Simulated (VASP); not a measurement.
HfH2, 6 atoms in the cell. It takes space group P4mm (No. 99, tetragonal). Conventional cell: a = 4.062 Å, b = 4.062 Å, c = 5.176 Å, α = 90.00°, β = 90.00°, γ = 90.00°. Within 2.7 Å of Hf (site symmetry 4mm) lie 4 H at 2.04 Å. Hf (site symmetry 4mm) has 8 H at 2.43 Å within 3.2 Å. H (site symmetry m) has 3 H at 1.66 to 1.70 Å and 1 Hf at 2.04 Å within 2.2 Å. The cell was built from a structure type or drawn by symmetry, and may not be a known phase.

- Program: VASP 6.6.1
- Task: single point
- Functional: PBE
- Potentials or basis: VASP PAW PBE potentials, release 64 (Hf_pv, H)
- Cutoff: 500 eV
- k mesh: 4 × 4 × 4
- Occupations: gaussian, width 0.1 eV
- Spin: no spin polarisation
- Dipole correction: no
- Further INCAR settings: ALGO = Normal; EDIFF = 1e-06; NBANDS = 21

Potentials or basis: VASP PAW PBE potentials, release 64 (Hf_pv, H).

Launch:

```sh
$ cat potpaw_PBE.64/Hf_pv/POTCAR potpaw_PBE.64/H/POTCAR > POTCAR
$ mpirun -np 1 vasp_std > vasp.out
```

Hardware: 1 thread of Intel Xeon 8259CL (shared host).

Task: How long does it take, and how much memory?

Result: Run time: 44 s on 1 thread of Intel Xeon 8259CL, on a shared host, peak memory 0.19 GiB. Counts: scf iterations 14, k points 18.
